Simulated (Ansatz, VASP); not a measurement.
**Two plane-wave programs on Pt**

```
Pt
1.0
     2.71502    0.00000    0.00000
    -1.35751    2.35128    0.00000
     0.00000    0.00000    4.65706
Pt
2
Direct
  0.33333 0.66667 0.25000
  0.66667 0.33333 0.75000
```

Alike in both runs: task single point; functional LDA; k mesh 15 × 15 × 8; occupations fermi-dirac, width 0.1 eV; no spin polarisation.

|  | VASP | Ansatz |
| --- | --- | --- |
| version | VASP 6.6.1 | Ansatz 0.2.0 |
| potentials or method | VASP PAW LDA potentials, release 64 (Pt), cutoff 520 eV | plane waves (420 eV) with PAW, scalar-relativistic |
| valence electrons in the cell | 20 | 36 |

|  | VASP | Ansatz | Ansatz less VASP |
| --- | --- | --- | --- |
| pressure (GPa) | 0.9 | 0.1 | -0.75 |
| traceless stress, the component that is largest in VASP (GPa) | -0.03 | 0.29 | +0.313 |

Ansatz warns that its potentials were made for another functional, while VASP's fit it. LDA's correlation is that of Perdew and Zunger in VASP and of Perdew and Wang (1992) in Ansatz. VASP's potentials hold 20 valence electrons a cell and Ansatz's 36, so a difference there can come from the potentials and not from the codes.

Neither program's run includes spin-orbit coupling.
